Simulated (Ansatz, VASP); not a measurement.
**Pb: VASP beside Ansatz**

The input INCAR:

```
  PREC = Accurate
  ENCUT = 500
  EDIFF = 1E-6
  ISMEAR = 0
  SIGMA = 0.1
  LREAL = F
  LASPH = T
  NELM = 120
  ALGO = Normal
  ISIF = 2
  LWAVE = F
  LCHARG = F
  GGA = PE
  NBANDS = 21
  GGA_COMPAT = F
```

File KPOINTS:

```
Automatic mesh
0
Gamma
  3 3 1
```

File POSCAR:

```
Pb
1.0
    3.4715901269      0.0000000000      0.0000000000
   -1.7357950634      3.0064852414      0.0000000000
    0.0000000000      0.0000000000      5.9973895700
Pb
2
Direct
    0.3333333333      0.6666666667      0.2500000000
    0.6666666667      0.3333333333      0.7500000000
```

Input for Ansatz:

```yaml
crystal:
  lattice:
    - [3.4715901269, 0.0, 0.0]
    - [-1.7357950634, 3.0064852414, 0.0]
    - [0.0, 0.0, 5.99738957]
  atoms:
    - { symbol: Pb, position: [0.3333333333, 0.6666666667, 0.25] }
    - { symbol: Pb, position: [0.6666666667, 0.3333333333, 0.75] }
basis: {}
kpoints:
  mp_grid: { grid: [3, 3, 1] }
hamiltonian:
  xc: pbe
scf:
  occupations: { method: gaussian, width: 0.1 }
output:
  forces: true
  stress: true
  eigenvalues: true
```

Alike in both runs: task single point; functional PBE; k mesh 3 × 3 × 1; occupations gaussian, width 0.1 eV; no spin polarisation.

|  | VASP | Ansatz |
| --- | --- | --- |
| version | VASP 6.6.1 | Ansatz 0.2.0 |
| potentials or method | VASP PAW PBE potentials, release 64 (Pb_d) | scalar-relativistic, plane waves, PAW |
| plane-wave cutoff (eV) | 500 | 420 |
| valence electrons in the cell | 28 | 28 |

```csv
,VASP,Ansatz,Ansatz less VASP
gap on the k mesh at the Fermi level (eV),none,none,-
pressure (GPa),-1.6,-1.5,+0.04
"traceless stress, the component that is largest in VASP (GPa)",0.87,0.88,+0.012
```

A gap of «none» marks a metal or a gap that the smearing closes. The functional is the same, so the differences come from potentials, cutoffs and numerics.

The k mesh is coarse, so the values compare programs but aren't converged. Neither program's run includes spin-orbit coupling.
